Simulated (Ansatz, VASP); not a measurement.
# SnPb3S4: VASP beside Ansatz

```
Sn Pb S
1.0
     5.97288    0.00000    0.00000
     0.00000    5.97288    0.00000
    -2.98644   -2.98644    5.97206
Sn Pb S
1 3 4
Direct
  0.50000 0.50000 0.00000
  0.25000 0.75000 0.50000
  0.75000 0.25000 0.50000
  0.00000 0.00000 0.00000
  0.50000 0.00000 0.00000
  0.74589 0.74589 0.49179
  0.00000 0.50000 0.00000
  0.25411 0.25411 0.50821
```

Alike in both runs: task single point; functional PBE; k mesh 4 × 4 × 4; occupations gaussian, width 0.2 eV; no spin polarisation.

|  | VASP | Ansatz |
| --- | --- | --- |
| version | VASP 6.6.1 | Ansatz 0.2.0 |
| potentials or method | VASP PAW PBE potentials, release 64 (Sn_d, Pb_d, S), cutoff 520 eV | scalar-relativistic, plane waves, PAW |
| valence electrons in the cell | 80 | 80 |

```csv
,VASP,Ansatz,Ansatz less VASP
gap on the k mesh at the Fermi level (eV),none,none,-
pressure (GPa),-0.1,0.0,+0.07
"traceless stress, the component that is largest in VASP (GPa)",-0.32,-0.32,-0.002
rms of the force components (eV/Å),0.007,0.007,+0.0003
```

Atom by atom the forces differ by 0.000 eV/Å (rms over components). A gap of «none» marks a metal or a gap that the smearing closes.

Spin-orbit coupling is off throughout.
